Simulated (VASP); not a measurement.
# SnPb2O3 in VASP: a series of runs

SnPb2O3 is run at these levels: PBE; tasks: single point.

All numbers are computed with VASP 6.6.1; they aren't measurements. Logs are shortened: lines on timing, memory, paths and dates and some standing lists are left out, and cuts for length are marked.

**1. The cell of the first run**

It takes space group P4/nmm (No. 129, tetragonal). The conventional cell has a = 3.987 Å, b = 3.987 Å, c = 16.408 Å, α = 90.00°, β = 90.00°, γ = 90.00°. Sn (site symmetry 4mm) has 4 O at 2.28 Å within 3.0 Å. Pb (site symmetry 4mm) has 4 O at 2.33 Å within 3.1 Å. Pb (site symmetry 4mm) has 4 O at 2.34 Å within 3.1 Å. O (site symmetry 2mm) has 2 Sn at 2.28 Å and 2 Pb at 2.34 Å and 4 O at 2.82 Å within 3.0 Å. Within 3.1 Å of O (site symmetry -4m2) lie 4 Pb at 2.33 Å and 4 O at 2.82 Å.

**2. Single point, PBE**

The input, INCAR:

```
PREC = Accurate
ENCUT = 520
EDIFF = 1E-6
ISMEAR = 0
SIGMA = 0.1
LREAL = False
LASPH = True
NELM = 100
ALGO = Normal
ISIF = 2
LWAVE = False
LCHARG = False
GGA = PE
NBANDS = 72
```

The input, KPOINTS:

```
regular mesh
0
Gamma
  4 4 1
```

The input, POSCAR:

```
SnPb2O3
1.0
    3.9871019224      0.0000000000      0.0000000000
    0.0000000000      3.9871019224      0.0000000000
    0.0000000000      0.0000000000     16.4079980777
Sn Pb O
2 4 6
Direct
    0.0000000000      0.5000000000      0.7413133022
    0.5000000000      0.0000000000      0.2586866978
    0.0000000000      0.5000000000      0.0740915274
    0.0000000000      0.5000000000      0.4012471742
    0.5000000000      1.0000000000      0.9259084726
    0.5000000000      0.0000000000      0.5987528258
    1.0000000000      0.0000000000      0.6733266439
    0.0000000000      0.0000000000      0.0000000000
    0.0000000000      0.0000000000      0.3266733561
    0.5000000000      0.5000000000      0.6733266439
    0.5000000000      0.5000000000      0.0000000000
    0.5000000000      0.5000000000      0.3266733561
```

Potentials or basis: VASP PAW PBE potentials, release 64 (Sn_d, Pb_d, O).

Launch:

```console
cat potpaw_PBE.64/Sn_d/POTCAR potpaw_PBE.64/Pb_d/POTCAR potpaw_PBE.64/O/POTCAR > POTCAR
mpirun -np 1 vasp_std > vasp.out
```

OUTCAR:

```text
PREC = Accurate
   ENCUT = 520
   EDIFF = 1E-6
   ISMEAR = 0
   LREAL = False
   LASPH = True
   NELM = 100
   ISIF = 2
   GGA = PE

 ion  position               nearest neighbor table
   1  0.000  0.500  0.741-   7 2.28  10 2.28   7 2.28  10 2.28   6 3.66   6 3.66   6 3.66   6 3.66

   2  0.500  0.000  0.259-   9 2.28  12 2.28  12 2.28   9 2.28   4 3.66   4 3.66   4 3.66   4 3.66

   3  0.000  0.500  0.074-   8 2.33  11 2.33   8 2.33  11 2.33   5 3.72   5 3.72   5 3.72   5 3.72
[... 7 lines left out ...]
   7  0.000  0.000  0.673-   1 2.28   1 2.28   6 2.34   6 2.34
   8  0.000  0.000  0.000-   3 2.33   5 2.33   3 2.33   5 2.33
   9  0.000  0.000  0.327-   2 2.28   2 2.28   4 2.34   4 2.34
  10  0.500  0.500  0.673-   1 2.28   1 2.28   6 2.34   6 2.34
  11  0.500  0.500  0.000-   3 2.33   5 2.33   5 2.33   3 2.33
  12  0.500  0.500  0.327-   2 2.28   2 2.28   4 2.34   4 2.34

  LATTYP: Found a simple tetragonal cell.
 ALAT       =     3.9871019224
 C/A-ratio  =     4.1152692851

  Lattice vectors:

 A1 = (   3.9871019224,   0.0000000000,   0.0000000000)
 A2 = (   0.0000000000,   3.9871019224,   0.0000000000)
 A3 = (   0.0000000000,   0.0000000000,  16.4079980777)

Analysis of symmetry for initial positions (statically):
=====================================================================
 Subroutine PRICEL returns:
 Original cell was already a primitive cell.

 Routine SETGRP: Setting up the symmetry group for a
 simple tetragonal supercell.

 Subroutine GETGRP returns: Found 16 space group operations
 (whereof  8 operations were pure point group operations)
 out of a pool of 16 trial point group operations.

The static configuration has the point symmetry D_2d.
 The point group associated with its full space group is D_4h.

Analysis of symmetry for dynamics (positions and initial velocities):
=====================================================================
 Subroutine PRICEL returns:
 Original cell was already a primitive cell.

 Routine SETGRP: Setting up the symmetry group for a
 simple tetragonal supercell.

 Subroutine GETGRP returns: Found 16 space group operations
 (whereof  8 operations were pure point group operations)
 out of a pool of 16 trial point group operations.

The dynamic configuration has the point symmetry D_2d.
 The point group associated with its full space group is D_4h.

 Subroutine INISYM returns: Found 16 space group operations
[... 108 lines left out ...]
   PSTRESS=    0.0 pullay stress
   NELECT =     120.0000    total number of electrons
   NUPDOWN=      -1.0000    fix difference up-down
   EMIN   =  10.00;   EMAX   =-10.00  energy-range for DOS
   EFERMI =   0.00;   METHOD = LEGACY
   ISMEAR =     0;   SIGMA  =   0.10  broadening in eV -4-tet -1-fermi 0-gaus
   EFERMI_NEDOS =   21; number of points for ismear=-14 and -15
   IALGO  =     38    algorithm
   IMIX   =      4    mixing-type and parameters
     AMIX     =   0.40;   BMIX     =  1.00
     AMIX_MAG =   1.60;   BMIX_MAG =  1.00
  volume/ion in A,a.u.               =      21.74       146.68
  Fermi-wavevector in a.u.,A,eV,Ry     =   1.263800  2.388236 21.731109  1.597191
  Thomas-Fermi vector in A             =   2.397139
   LORBIT       =      0    0 simple, 1 ext, 2 COOP (PROOUT), +10 PAW based schemes
   GGA     = PE    functional components
   LHFCALC =     F    Hartree Fock is set to
   AEXX    =    0.0000 exact exchange contribution
   IVDW    =     0    specifies the selected vdW correction
   LEPSILON=     F    determine dielectric tensor
   LRPA    =     F    only Hartree local field effects (RPA)
 non-spin polarized calculation
 Gauss-broadening in eV      SIGMA  =   0.10
  energy-cutoff  :      520.00
  volume of cell :      260.84
 maximum number of plane-waves:      7085
 NGX is ok and might be reduce to    30
   NGX = 15   NGY = 15   NGZ = 61

 number of electron     120.0000001 magnetization

 Free energy of the ion-electron system (eV)
  ---------------------------------------------------
  ext. energy  EPLUGINS =         0.00000000
  ---------------------------------------------------
  free energy    TOTEN  =       -65.62337502 eV

  energy without entropy =      -65.62337502  energy(sigma->0) =      -65.62337502

 E-fermi :   5.0656     XC(G=0):  -9.2249

 val. band max:        4.5724476617   @ k =   0.0000   0.0000   0.0000
 cond. band min:       5.6935484484   @ k =   0.0000   0.0000   0.0000
 fundamental gap:      1.1211007867
 Fermi energy:         5.0655965916

 k-point     1 :       0.0000    0.0000    0.0000
  band No.  band energies     occupation
      1     -16.5875      2.00000
      2     -16.5875      2.00000
      3     -16.3851      2.00000
      4     -16.3851      2.00000
      5     -16.3851      2.00000
      6     -16.3851      2.00000
[... 439 lines left out ...]
     71       9.5146      0.00000
     72       9.5148      0.00000

------------------------ aborting loop because EDIFF is reached ----------------------------------------

  FORCE on cell =-STRESS in cart. coord.  units (eV):
  Direction    XX          YY          ZZ          XY          YZ          ZX
  --------------------------------------------------------------------------------------
  -------------------------------------------------------------------------------------
  Total        0.1817916      0.1817916      0.1889000      0.0000000      0.0000000      0.0000000
  in kB        1.1166425      1.1166425      1.1603050      0.0000000      0.0000000      0.0000000
  external PRESSURE =       1.1311966 kB  Pullay stress =       0.0000000 kB

 VOLUME and BASIS-vectors are now :
 -----------------------------------------------------------------------------
  energy-cutoff  :      520.00
  volume of cell :      260.84
      direct lattice vectors                 reciprocal lattice vectors
     3.987101922  0.000000000  0.000000000     0.250808738  0.000000000  0.000000000
     0.000000000  3.987101922  0.000000000     0.000000000  0.250808738  0.000000000
     0.000000000  0.000000000 16.407998078     0.000000000  0.000000000  0.060945887

 POSITION                                       TOTAL-FORCE (eV/Angst)
 -----------------------------------------------------------------------------------
      0.00000      1.99355     12.16347        -0.000000     -0.000000      0.058563
      1.99355      0.00000      4.24453         0.000000      0.000000     -0.058563
      0.00000      1.99355      1.21569        -0.000000     -0.000000      0.033639
      0.00000      1.99355      6.58366        -0.000000      0.000000      0.034262
      1.99355      0.00000     15.19230        -0.000000      0.000000     -0.033639
      1.99355      0.00000      9.82434        -0.000000     -0.000000     -0.034262
      0.00000      0.00000     11.04794        -0.000000      0.000000     -0.013053
      0.00000      0.00000      0.00000        -0.000000      0.000000     -0.000000
      0.00000      0.00000      5.36006        -0.000000     -0.000000      0.013053
      1.99355      1.99355     11.04794        -0.000000      0.000000     -0.013053
      1.99355      1.99355      0.00000        -0.000000     -0.000000     -0.000000
      1.99355      1.99355      5.36006        -0.000000     -0.000000      0.013053
 -----------------------------------------------------------------------------------
    total drift:                                0.000000      0.000000      0.000000

  FREE ENERGIE OF THE ION-ELECTRON SYSTEM (eV)
  ---------------------------------------------------
  free  energy   TOTEN  =       -65.6233750152 eV

  energy  without entropy=      -65.6233750152  energy(sigma->0) =      -65.62337502
```

OSZICAR:

```text
N       E                     dE             d eps       ncg     rms          rms(c)
DAV:   1     0.175789063641E+04    0.17579E+04   -0.55141E+04   920   0.210E+03
DAV:   2     0.311171602237E+03   -0.14467E+04   -0.13934E+04   904   0.660E+02
DAV:   3    -0.405873285384E+02   -0.35176E+03   -0.33950E+03  1032   0.292E+02
DAV:   4    -0.781854271353E+02   -0.37598E+02   -0.37155E+02  1112   0.962E+01
DAV:   5    -0.794130256519E+02   -0.12276E+01   -0.12240E+01  1096   0.202E+01    0.211E+01
DAV:   6    -0.656713818657E+02    0.13742E+02   -0.73165E+01  1328   0.532E+01    0.876E+00
DAV:   7    -0.657477896234E+02   -0.76408E-01   -0.10090E+01  1032   0.137E+01    0.504E+00
DAV:   8    -0.656829006454E+02    0.64889E-01   -0.23880E+00  1368   0.718E+00    0.173E+00
DAV:   9    -0.656134172116E+02    0.69483E-01   -0.39663E-01  1288   0.431E+00    0.457E-01
DAV:  10    -0.656218792659E+02   -0.84621E-02   -0.53067E-02  1224   0.127E+00    0.321E-01
DAV:  11    -0.656239436261E+02   -0.20644E-02   -0.74869E-03  1096   0.479E-01    0.216E-01
DAV:  12    -0.656233108946E+02    0.63273E-03   -0.64093E-03  1352   0.396E-01    0.644E-02
DAV:  13    -0.656233702711E+02   -0.59377E-04   -0.94467E-04  1216   0.196E-01    0.375E-02
DAV:  14    -0.656233708085E+02   -0.53731E-06   -0.79474E-05  1144   0.523E-02    0.191E-02
DAV:  15    -0.656233758222E+02   -0.50138E-05   -0.27446E-05  1040   0.302E-02    0.693E-03
DAV:  16    -0.656233750152E+02    0.80705E-06   -0.54929E-06   936   0.103E-02
   1 F= -.65623375E+02 E0= -.65623375E+02  d E =-.967040E-13
```

Wall time 1.8 min (1 thread of Intel Xeon 6975P-C (Granite Rapids), shared host); peak memory 0.39 GiB.

Results:

| Quantity | Value |
| --- | --- |
| Free energy | -65.6234 eV |
| Pressure | 0.1 GPa |
| Largest force | 0.059 eV/Å |
| Band gap on the k mesh | 1.12 eV |

Forces on the atoms (eV/Å):
```
Sn   0.000  0.000  0.059
Sn   0.000  0.000 -0.059
Pb   0.000  0.000  0.034
Pb   0.000  0.000  0.034
Pb   0.000  0.000 -0.034
Pb   0.000  0.000 -0.034
O    0.000  0.000 -0.013
O    0.000  0.000  0.000
O    0.000  0.000  0.013
O    0.000  0.000 -0.013
O    0.000  0.000  0.000
O    0.000  0.000  0.013
```

Levels at points of the mesh, in eV from the valence-band top:
```tsv
k point	band 57	band 58	band 59	band 60	band 61	band 62	band 63	band 64
(0.00, 0.00, 0.00)	-1.23	-1.12	-0.95	0.00	1.12	1.83	1.83	3.72
(0.50, 0.00, 0.00)	-1.33	-1.33	-0.99	-0.99	1.97	1.97	2.87	2.87
(0.50, 0.50, 0.00)	-1.45	-1.45	-0.62	-0.62	1.15	1.15	2.30	2.30
```

Caveat: spin-orbit coupling is left out, which moves the levels of the heavy elements. A k mesh can miss the band edges.

**3. Single point, PBE**

This run uses another cell than the first one, of 22.03 Å³/atom.

The input, INCAR:

```
ALGO = Normal ; EDIFF = 1E-6
ENCUT = 520 ; GGA = PE
ISIF = 2 ; ISMEAR = 0
LASPH = True ; LCHARG = True
LELF = True ; LREAL = False
LVHAR = True ; LWAVE = False
NBANDS = 72 ; NELM = 60
PREC = Accurate ; SIGMA = 0.1
```

The input, KPOINTS:

```
k-points
0
Gamma
  4 4 1
```

The input, POSCAR:

```
SnPb2O3
1.0
    4.0002140134     -0.0010815556      0.0075467579
   -0.0013486823      3.9762040938      0.0137168204
    0.0303637112      0.0540950461     16.6208919890
Sn Pb O
2 4 6
Direct
   -0.0003023602      0.5010239159      0.7406232129
    0.5002882642     -0.0007567064      0.2592901985
   -0.0010151905      0.4977705410      0.0732387964
   -0.0018056308      0.4954376784      0.4000250526
    0.5011112077      1.0017039883      0.9269315597
    0.5017547144      0.0048215841      0.5998870896
    1.0006072144      0.0030340639      0.6731298668
    0.0000067325     -0.0001543800     -0.0003095675
   -0.0008117539     -0.0024934963      0.3260567814
    0.5007319573      0.5027567678      0.6738592876
    0.5001136341      0.4996412678      0.0004828913
    0.4993212108      0.4972147755      0.3267848308
```

Potentials or basis: VASP PAW PBE potentials, release 64 (Sn_d, Pb_d, O).

Launch:

```console
cat potpaw_PBE.64/Sn_d/POTCAR potpaw_PBE.64/Pb_d/POTCAR potpaw_PBE.64/O/POTCAR > POTCAR
mpirun -np 1 vasp_std > vasp.out
```

Run time: 2.7 min. Hardware: 1 thread of Intel Xeon 6975P-C (Granite Rapids), shared host; peak memory 0.4 GiB.

It converged, with:

| Property | Result |
| --- | --- |
| Free energy | -65.6235 eV |
| Pressure | 0.0 GPa |
| Largest force | 0.067 eV/Å |
| Band gap on the k mesh | 1.10 eV |

Forces in eV/Å, atoms in the order of the input:
```
Sn   0.000  0.000  0.067
Sn   0.000  0.000 -0.066
Pb   0.000  0.001  0.039
Pb   0.000  0.001  0.043
Pb   0.000  0.000 -0.039
Pb   0.000 -0.001 -0.042
O    0.000 -0.001 -0.012
O    0.000  0.000 -0.001
O    0.000  0.000  0.010
O    0.000 -0.001 -0.010
O    0.000  0.000  0.000
O    0.000  0.001  0.012
```

Levels at points of the mesh, in eV from the valence-band top:
```tsv
k point	band 58	band 59	band 60	band 61	band 62	band 63
(0.00, 0.00, 0.00)	-1.13	-0.95	0.00	1.10	1.80	1.83
(0.50, 0.00, 0.00)	-1.31	-0.98	-0.96	1.94	1.97	2.85
(0.00, 0.50, 0.00)	-1.30	-0.98	-0.95	1.91	1.99	2.84
(0.50, 0.50, 0.00)	-1.44	-0.61	-0.60	1.21	1.21	2.31
```

Caveat: spin-orbit coupling is left out, which moves the levels of the heavy elements.
